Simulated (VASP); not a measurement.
A run of VASP 6.6.1 is set up as follows.

Contents of INCAR:

```
SYSTEM = SiCl
PREC = Accurate ; ENCUT = 520
EDIFF = 1E-6 ; ISMEAR = 0
SIGMA = 0.005 ; LREAL = .FALSE.
LASPH = .TRUE. ; NELM = 150
ALGO = Normal ; ISIF = 2
LWAVE = .FALSE. ; LCHARG = .FALSE.
ISPIN = 2 ; MAGMOM = 1 0
LORBIT = 11 ; GGA = PE
IVDW = 12 ; IBRION = 2
NSW = 100 ; EDIFFG = -0.01
ISYM = 0
```

KPOINTS

```
regular mesh
0
G
  1 1 1
  0 0 0
```

Contents of POSCAR:

```
SiCl
1.0
   15.0000000000      0.0000000000      0.0000000000
    0.0000000000     15.5000000000      0.0000000000
    0.0000000000      0.0000000000     16.0000000000
Si Cl
1 1
Direct
    0.4817982093      0.4990469909      0.4392333543
    0.5182017907      0.5009530091      0.5607666457
```

Potentials or basis: VASP PAW PBE potentials, release 64 (Si, Cl).

The run is started by

```console
$ cat potpaw_PBE.64/Si/POTCAR potpaw_PBE.64/Cl/POTCAR > POTCAR
$ mpirun -np 1 vasp_gam > vasp.out
```

Estimate the net moment.

1.00 μB per cell.

Estimate the gap between the frontier levels.

0.25 eV.

Predict the site moments.

Si +0.28; Cl +0.04 μB.

Predict the energy gained by relaxing.

14.4 meV/atom.

The path:
```tsv
step	energy change (eV)	largest force (eV/Å)	pressure (GPa)
1	0.0000	1.0149	0.03
2	-0.0186	0.5223	-0.02
3	-0.0289	0.0019	0.00
```
